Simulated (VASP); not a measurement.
# MoPt: single point with LDA

The system is MoPt.

```xyz
4
Lattice="4.4766 0.0000 0.0000 0.0000 2.7337 0.0000 0.0000 0.0000 4.9584" Properties=species:S:1:pos:R:3 pbc="T T T"
Mo    1.1192    0.0000    0.8020
Mo    3.3575    0.0000    4.1564
Pt    1.1192    1.3669    3.2861
Pt    3.3575    1.3669    1.6723
```

```yaml
Program: VASP 6.6.1
Task: single point
Functional: LDA
Potentials_or_basis: VASP PAW LDA potentials, release 64 (Mo_sv, Pt)
Cutoff: 520 eV
k_mesh: 5 × 8 × 4
Occupations: fermi-dirac, width 0.3 eV
Spin: no spin polarisation
Dipole_correction: no
Further_INCAR_settings: ALGO = Normal; EDIFF = 1e-06; NBANDS = 32
```

- Pressure: -8.1 GPa
- Largest force: 0.214 eV/Å
- Band gap on the k mesh: zero (band 24 reaches 12.89 eV, above the bottom of band 25 at 10.80 eV)

Forces on the atoms (eV/Å):
```
Mo   0.000  0.000  0.075
Mo   0.000  0.000 -0.075
Pt   0.000  0.000  0.214
Pt   0.000  0.000 -0.214
```

Stress tensor (GPa, compression positive):
```
-7.36  0.00  0.00
 0.00 -7.06  0.00
 0.00  0.00 -9.78
```

Levels at points of the mesh, in eV from the Fermi level:
```tsv
k point	band 22	band 23	band 24	band 25	band 26	band 27
(0.00, 0.00, 0.00)	-1.74	-1.71	-1.36	0.40	1.64	1.76
(0.00, 0.50, 0.00)	-1.38	-1.06	-0.04	0.98	1.50	1.84
(0.00, 0.00, 0.50)	-2.18	-1.90	-1.90	-1.45	0.41	1.08
(0.00, 0.50, 0.50)	-0.84	0.47	0.64	0.70	2.46	2.58
```

Run time: 70 s on 1 thread of AMD EPYC 7R43 64-Core Processor (Zen 3), on a shared host, peak memory 0.16 GiB.

Caveat: spin-orbit coupling is left out, which moves the levels of the heavy elements.
